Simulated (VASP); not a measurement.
Here is a VASP 6.6.1 calculation.

INCAR

```
PREC = Accurate
ENCUT = 520
EDIFF = 1E-6
ISMEAR = 0
SIGMA = 0.15
LREAL = False
LASPH = True
NELM = 100
ALGO = Fast
ISIF = 2
LWAVE = False
LCHARG = False
GGA = PE
NBANDS = 14
```

KPOINTS

```
Automatic mesh
0
Gamma
  20 20 20
```

The input POSCAR:

```
AlNi
1.0
    2.8207564398      0.0000000000      0.0000000000
    0.0000000000      2.8207564398      0.0000000000
    0.0000000000      0.0000000000      2.7484293516
Al Ni
1 1
Direct
    0.0000000000      0.0000000000      0.0000000000
    0.5000000000      0.5000000000      0.5000000000
```

Potentials or basis: VASP PAW PBE potentials, release 64 (Al, Ni).

Command:

```sh
$ cat potpaw_PBE.64/Al/POTCAR potpaw_PBE.64/Ni/POTCAR > POTCAR
$ mpirun -np 1 vasp_std > vasp.out
```

(1) What does it give for the pressure?

(2) What does it give for the band gap on the k mesh?

Answers

(1) 20.5 GPa.

(2) zero (an odd number of electrons rules out a gap without spin polarisation).

Caveat: the cell differs from its parent crystal (strain -0.025 along x and y, -0.050 along z); the cell stands under pressure.
